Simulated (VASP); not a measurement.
# Y7NbN8 in VASP: single point with PBEsol+U

Aim: the single point of Y7NbN8 with PBEsol+U.

Program: VASP 6.6.1. These are calculated values, not measurements. Logs are shortened: lines on timing, memory, paths and dates and some standing lists are left out, and cuts for length are marked.

**1. The cell of the first run**

The typed cell holds 16 atoms: a = 6.920 Å, b = 6.920 Å, c = 6.920 Å, α = 60.00°, β = 60.00°, γ = 60.00°.

**2. Single point, PBEsol+U, collinear spin**

Input file INCAR:

```
SYSTEM = Y7NbN8
ALGO = Normal
EDIFF = 1E-6
ENCUT = 520
GGA = PS
ISIF = 2
ISMEAR = 0
ISPIN = 2
LASPH = .True.
LCHARG = .False.
LDAU = .True.
LDAUJ = 0 0 0
LDAUL = 2 -1 -1
LDAUPRINT = 1
LDAUTYPE = 2
LDAUU = 2 0 0
LMAXMIX = 4
LORBIT = 11
LREAL = Auto
LWAVE = .False.
MAGMOM = 2 0 0 0 0 0 0 0 0 0 0 0 0 0 0 0
NBANDS = 83
NELM = 150
PREC = Accurate
SIGMA = 0.05
```

Input file KPOINTS:

```
k-points
0
Gamma
  3 3 3
  0 0 0
```

Input file POSCAR:

```
Y7NbN8
1.0
    0.0000000000      4.8935000000      4.8935000000
    4.8935000000      0.0000000000      4.8935000000
    4.8935000000      4.8935000000      0.0000000000
Nb Y N
1 7 8
Direct
    0.2581760925      0.2265717619      0.2576538495
    0.2459013437      0.2555726059      0.7493080406
    0.2493688379      0.7485665575      0.2493472485
    0.2493567502      0.7485699644      0.7528019628
    0.7495799517      0.2554624979      0.2457730494
    0.7495802021      0.2554601932      0.7492758200
    0.7530915186      0.7485243615      0.2492299454
    0.7512697875      0.7474334580      0.7507333629
    0.0007369118      0.9983770403      0.0004870787
    0.0237120374      0.0191800907      0.4785773100
    0.0051380494      0.4941503003      0.0049526694
    0.0051151760      0.4942137322      0.4958582265
    0.4788365201      0.0191671525      0.0234933037
    0.4788808134      0.0191421432      0.4785907344
    0.4960186923      0.4940947668      0.0049885593
    0.5012865240      0.4967830337      0.5009924279
```

Potentials or basis: VASP PAW PBE potentials, release 64 (Nb_sv, Y_sv, N).

Launch:

```
$ cat potpaw_PBE.64/Nb_sv/POTCAR potpaw_PBE.64/Y_sv/POTCAR potpaw_PBE.64/N/POTCAR > POTCAR
$ mpirun -np 1 vasp_std > vasp.out
```

OUTCAR:

```text
SYSTEM = Y7NbN8
   EDIFF = 1E-6
   ENCUT = 520
   GGA = PS
   ISIF = 2
   ISMEAR = 0
   ISPIN = 2
   LASPH = .True.
   LORBIT = 11
   LREAL = Auto
   NELM = 150
   PREC = Accurate

 ion  position               nearest neighbor table
   1  0.258  0.227  0.258-  13 2.16  14 2.16  10 2.16   7 3.37   3 3.37   4 3.37   6 3.46   5 3.46
                             2 3.46   2 3.46   5 3.46   6 3.46   4 3.55   3 3.55   7 3.55
   2  0.246  0.256  0.749-  11 2.42  12 2.42  16 2.43   9 2.46  13 2.49  14 2.49   8 3.41   5 3.44
                             6 3.44   4 3.44   3 3.44   1 3.46   1 3.46   3 3.48   4 3.48   6 3.49
   3  0.249  0.749  0.249-   9 2.43  12 2.44  15 2.44  10 2.46  13 2.46  16 2.46   1 3.37   7 3.44
                             2 3.44   4 3.44   5 3.44   8 3.46   8 3.46   5 3.48   4 3.48   2 3.48
   4  0.249  0.749  0.753-   9 2.43  11 2.44  15 2.44  10 2.46  14 2.46  16 2.46   1 3.37   7 3.43
                             2 3.44   3 3.44   6 3.44   8 3.46   8 3.46   6 3.48   3 3.48   2 3.48
   5  0.750  0.255  0.246-  11 2.42  15 2.42  16 2.43   9 2.46  10 2.49  14 2.49   8 3.42   2 3.44
                             6 3.44   7 3.44   3 3.44   1 3.46   1 3.46   3 3.48   7 3.48   6 3.48
   6  0.750  0.255  0.749-  12 2.42  15 2.42  16 2.43   9 2.46  10 2.49  13 2.49   8 3.42   2 3.44
                             5 3.44   7 3.44   4 3.44   1 3.46   1 3.46   4 3.48   7 3.48   5 3.48
   7  0.753  0.749  0.249-   9 2.43  12 2.44  11 2.44  14 2.46  13 2.46  16 2.46   1 3.37   4 3.43
                             3 3.44   5 3.44   6 3.44   8 3.46   8 3.46   6 3.48   5 3.48   3 3.49
   8  0.751  0.747  0.751-  11 2.49  12 2.49  15 2.49  10 2.66  13 2.66  14 2.66   2 3.41   5 3.42
                             6 3.42   4 3.46   3 3.46   7 3.46   7 3.46   3 3.46   4 3.46   6 3.50
   9  0.001  0.998  0.000-   3 2.43   4 2.43   7 2.43   2 2.46   6 2.46   5 2.46
  10  0.024  0.019  0.479-   1 2.16   3 2.46   4 2.46   5 2.49   6 2.49   8 2.66
  11  0.005  0.494  0.005-   2 2.42   5 2.42   4 2.44   7 2.44   8 2.49
  12  0.005  0.494  0.496-   2 2.42   6 2.42   3 2.44   7 2.44   8 2.49
  13  0.479  0.019  0.023-   1 2.16   7 2.46   3 2.46   6 2.49   2 2.49   8 2.66
  14  0.479  0.019  0.479-   1 2.16   7 2.46   4 2.46   5 2.49   2 2.49   8 2.66
  15  0.496  0.494  0.005-   5 2.42   6 2.42   3 2.44   4 2.44   8 2.49
  16  0.501  0.497  0.501-   5 2.43   6 2.43   2 2.43   7 2.46   3 2.46   4 2.46

  LATTYP: Found a face centered cubic cell.
 ALAT       =     9.7870000000

  Lattice vectors:

 A1 = (   0.0000000000,   4.8935000000,   4.8935000000)
 A2 = (   4.8935000000,   0.0000000000,   4.8935000000)
 A3 = (   4.8935000000,   4.8935000000,   0.0000000000)

Analysis of symmetry for initial positions (statically):
=====================================================================
 Subroutine PRICEL returns:
 Original cell was already a primitive cell.

 Routine SETGRP: Setting up the symmetry group for a
 face centered cubic supercell.

 Subroutine GETGRP returns: Found  1 space group operations
 (whereof  1 operations were pure point group operations)
 out of a pool of 48 trial point group operations.

The static configuration has the point symmetry C_1 .

Analysis of symmetry for dynamics (positions and initial velocities):
=====================================================================
 Subroutine PRICEL returns:
 Original cell was already a primitive cell.

 Routine SETGRP: Setting up the symmetry group for a
 face centered cubic supercell.

 Subroutine GETGRP returns: Found  1 space group operations
 (whereof  1 operations were pure point group operations)
 out of a pool of 48 trial point group operations.

The dynamic configuration has the point symmetry C_1 .

Analysis of structural, dynamic, and magnetic symmetry:
=====================================================================
 Subroutine PRICEL returns:
 Original cell was already a primitive cell.

 Routine SETGRP: Setting up the symmetry group for a
 face centered cubic supercell.

 Subroutine GETGRP returns: Found  1 space group operations
 (whereof  1 operations were pure point group operations)
 out of a pool of 48 trial point group operations.

The overall configuration has the point symmetry C_1 .

[... 168 lines left out ...]
 -0.0013  0.0006  0.2234 -0.0006 -0.0000
  0.0030  0.0030 -0.0006  0.1858 -0.0011
  0.0000 -0.0011 -0.0000 -0.0011  0.2236

spin component  2

  0.1859 -0.0030 -0.0013  0.0030  0.0000
 -0.0030  0.1859  0.0006  0.0030 -0.0011
 -0.0013  0.0006  0.2234 -0.0006 -0.0000
  0.0030  0.0030 -0.0006  0.1859 -0.0011
  0.0000 -0.0011 -0.0000 -0.0011  0.2236

 occupancies and eigenvectors

  o =  0.1798  v =  0.5757  0.5788  0.0001 -0.5775 -0.0000  0.0000  0.0000  0.0000  0.0000  0.0000      0.0000  0.0000  0.0000  0.0000  0.0000  0.0000  0.0000  0.0000  0.0000  0.0000
  o =  0.1798  v =  0.0000  0.0000  0.0000  0.0000  0.0000  0.5757  0.5788  0.0001 -0.5775 -0.0000      0.0000  0.0000  0.0000  0.0000  0.0000  0.0000  0.0000  0.0000  0.0000  0.0000
  o =  0.1888  v =  0.8093 -0.3079  0.0446  0.4982  0.0060  0.0000  0.0000  0.0000  0.0000  0.0000      0.0000  0.0000  0.0000  0.0000  0.0000  0.0000  0.0000  0.0000  0.0000  0.0000
  o =  0.1888  v =  0.0000  0.0000  0.0000  0.0000  0.0000  0.8096 -0.3100  0.0447  0.4965  0.0059      0.0000  0.0000  0.0000  0.0000  0.0000  0.0000  0.0000  0.0000  0.0000  0.0000
  o =  0.1888  v = -0.1105  0.7542 -0.0060  0.6458  0.0435  0.0000  0.0000  0.0000  0.0000  0.0000      0.0000  0.0000  0.0000  0.0000  0.0000  0.0000  0.0000  0.0000  0.0000  0.0000
  o =  0.1888  v =  0.0000  0.0000  0.0000  0.0000  0.0000 -0.1084  0.7534 -0.0059  0.6471  0.0436      0.0000  0.0000  0.0000  0.0000  0.0000  0.0000  0.0000  0.0000  0.0000  0.0000
  o =  0.2235  v = -0.0367  0.0148  0.9934 -0.0214  0.1054  0.0000  0.0000  0.0000  0.0000  0.0000      0.0000  0.0000  0.0000  0.0000  0.0000  0.0000  0.0000  0.0000  0.0000  0.0000
  o =  0.2235  v =  0.0000  0.0000  0.0000  0.0000  0.0000 -0.0367  0.0150  0.9940 -0.0213  0.0998      0.0000  0.0000  0.0000  0.0000  0.0000  0.0000  0.0000  0.0000  0.0000  0.0000
  o =  0.2236  v =  0.0039 -0.0327 -0.1054 -0.0290  0.9935  0.0000  0.0000  0.0000  0.0000  0.0000      0.0000  0.0000  0.0000  0.0000  0.0000  0.0000  0.0000  0.0000  0.0000  0.0000
  o =  0.2236  v =  0.0000  0.0000  0.0000  0.0000  0.0000  0.0037 -0.0327 -0.0998 -0.0292  0.9940      0.0000  0.0000  0.0000  0.0000  0.0000  0.0000  0.0000  0.0000  0.0000  0.0000

 number of electron     130.0000002 magnetization      -0.0003471

 Free energy of the ion-electron system (eV)
  ---------------------------------------------------
  ext. energy  EPLUGINS =         0.00000000
  ---------------------------------------------------
  free energy    TOTEN  =      -153.55656306 eV

  energy without entropy =     -153.54758762  energy(sigma->0) =     -153.55207534

 E-fermi :   5.6735     XC(G=0): -11.4868

 val. band max:        5.6306087307   @ k =   0.0000   0.3333   0.0000
 cond. band min:       5.7057959117   @ k =   0.3333   0.3333   0.3333
 fundamental gap:      0.0751871811
 Fermi energy:         5.6734929122

 spin component 1

 k-point     1 :       0.0000    0.0000    0.0000
  band No.  band energies     occupation
      1     -51.0762      1.00000
      2     -36.8199      1.00000
      3     -36.0892      1.00000
      4     -36.0112      1.00000
      5     -36.0108      1.00000
      6     -36.0108      1.00000
[... 1109 lines left out ...]
     76       8.6342      0.00000
     77       9.1672      0.00000
 Fermi energy:         5.6734929122

 spin component 2

 k-point     1 :       0.0000    0.0000    0.0000
  band No.  band energies     occupation
      1     -51.0764      1.00000
      2     -36.8199      1.00000
      3     -36.0892      1.00000
      4     -36.0112      1.00000
      5     -36.0108      1.00000
      6     -36.0108      1.00000
[... 1109 lines left out ...]
     76       8.6342      0.00000
     77       9.1672      0.00000
 [bands above 77 left out]

------------------------ aborting loop because EDIFF is reached ----------------------------------------

  FORCE on cell =-STRESS in cart. coord.  units (eV):
  Direction    XX          YY          ZZ          XY          YZ          ZX
  --------------------------------------------------------------------------------------
  -------------------------------------------------------------------------------------
  Total      -16.3346258    -16.3389987    -16.3538192     -0.0298982     -0.0278031      0.0272458
  in kB     -111.6685813   -111.6984761   -111.7997933     -0.2043932     -0.1900709      0.1862608
  external PRESSURE =    -111.7222836 kB  Pullay stress =       0.0000000 kB

 VOLUME and BASIS-vectors are now :
 -----------------------------------------------------------------------------
  energy-cutoff  :      520.00
  volume of cell :      234.36
      direct lattice vectors                 reciprocal lattice vectors
     0.000000000  4.893500000  4.893500000    -0.102176356  0.102176356  0.102176356
     4.893500000  0.000000000  4.893500000     0.102176356 -0.102176356  0.102176356
     4.893500000  4.893500000  0.000000000     0.102176356  0.102176356 -0.102176356

 POSITION                                       TOTAL-FORCE (eV/Angst)
 -----------------------------------------------------------------------------------
      2.36956      2.52421      2.37211         0.092495     -0.091829      0.092666
      4.91738      4.87006      2.45396        -0.008776      0.007356     -0.000511
      4.88329      2.44047      4.88340        -0.015908      0.001213      0.003945
      7.34696      4.90406      4.88335        -0.001665      0.017347      0.006508
      2.45280      4.87076      4.91818         0.002262     -0.005154     -0.001634
      4.91668      7.33465      4.91817         0.006254     -0.002841      0.000887
[... 8 lines left out ...]
      2.44226      2.45168      4.84512        -0.003230      0.002719     -0.023751
      4.88261      4.90465      4.88405        -0.001750      0.003167     -0.005766
 -----------------------------------------------------------------------------------
    total drift:                                0.002184     -0.001831      0.002801

  FREE ENERGIE OF THE ION-ELECTRON SYSTEM (eV)
  ---------------------------------------------------
  free  energy   TOTEN  =      -153.5565630607 eV

  energy  without entropy=     -153.5475876215  energy(sigma->0) =     -153.55207534

 total charge

# of ion       s       p       d       f       tot
--------------------------------------------------
    1        2.165   6.041   1.984   0.000  10.190
    2        2.189   6.508   1.096   0.093   9.886
    3        2.189   6.510   1.096   0.093   9.888
    4        2.189   6.510   1.096   0.093   9.888
    5        2.189   6.508   1.096   0.093   9.886
    6        2.189   6.508   1.096   0.093   9.886
[... 8 lines left out ...]
   15        1.237   2.373   0.000   0.000   3.610
   16        1.237   2.393   0.000   0.000   3.630
--------------------------------------------------
tot         27.370  70.529   9.604   0.625 108.126

 magnetization (x)

# of ion       s       p       d       f       tot
--------------------------------------------------
    1       -0.000  -0.000  -0.000   0.000  -0.000
    2        0.000  -0.000  -0.000  -0.000  -0.000
    3       -0.000  -0.000  -0.000  -0.000  -0.000
    4       -0.000  -0.000  -0.000  -0.000  -0.000
    5        0.000  -0.000  -0.000  -0.000  -0.000
    6        0.000  -0.000  -0.000  -0.000  -0.000
[... 8 lines left out ...]
   15        0.000   0.000   0.000   0.000   0.000
   16        0.000   0.000   0.000   0.000   0.000
--------------------------------------------------
tot          0.000   0.000  -0.000  -0.000  -0.000
```

It took 55 min on 1 thread of Oxide Virtual Turin-like, shared host; peak memory 0.71 GiB.

What came out:

- Free energy: -153.5566 eV
- Pressure: -11.2 GPa
- Largest force: 0.160 eV/Å
- Band gap on the k mesh: zero (filled and empty bands overlap)
- Net moment: 0.00 μB per cell
- Valence electrons inside the program's atomic spheres: Nb 10.19; Y 9.89, 9.65 (each value once); N 3.63, 3.62, 3.61 (each value once)

Forces in eV/Å, atoms in the order of the input:
```
Nb   0.092 -0.092  0.093
Y   -0.009  0.007 -0.001
Y   -0.016  0.001  0.004
Y   -0.002  0.017  0.007
Y    0.002 -0.005 -0.002
Y    0.006 -0.003  0.001
Y   -0.001  0.004 -0.005
Y    0.007 -0.012 -0.013
N    0.002 -0.003  0.002
N    0.007 -0.005 -0.075
N   -0.004  0.019  0.002
N   -0.020  0.005 -0.001
N   -0.070 -0.007  0.010
N    0.008  0.068  0.008
N   -0.003  0.003 -0.024
N   -0.002  0.003 -0.006
```

Levels at points of the mesh, in eV from the Fermi level:
Spin up:
```csv
k point,band 61,band 62,band 63,band 64,band 65,band 66,band 67,band 68,band 69,band 70
"(0.00, 0.00, 0.00)",-1.80,-1.57,-1.38,-1.38,-1.06,-1.06,-0.93,1.28,1.29,1.29
```
Spin down:
| k point | band 63 | band 64 | band 65 | band 66 | band 67 | band 68 |
| --- | --- | --- | --- | --- | --- | --- |
| (0.00, 0.00, 0.00) | -1.38 | -1.38 | -1.06 | -1.06 | -0.93 | 1.28 |

Eigenvalues of the final occupation matrices:
| site | spin | trace | eigenvalues |
| --- | --- | --- | --- |
| site 1 d | 1 | 1.00 | 0.18 0.19 0.19 0.22 0.22 |
| site 1 d | 2 | 1.00 | 0.18 0.19 0.19 0.22 0.22 |

Caveat: the k points lie up to 0.37 Å⁻¹ apart, too coarse for converged energies and pressures of a metal; the PAW data sets were made with another functional, which shifts forces and pressure a little.

The gap in the log of VASP goes by the Fermi energy; the results here count the filled bands.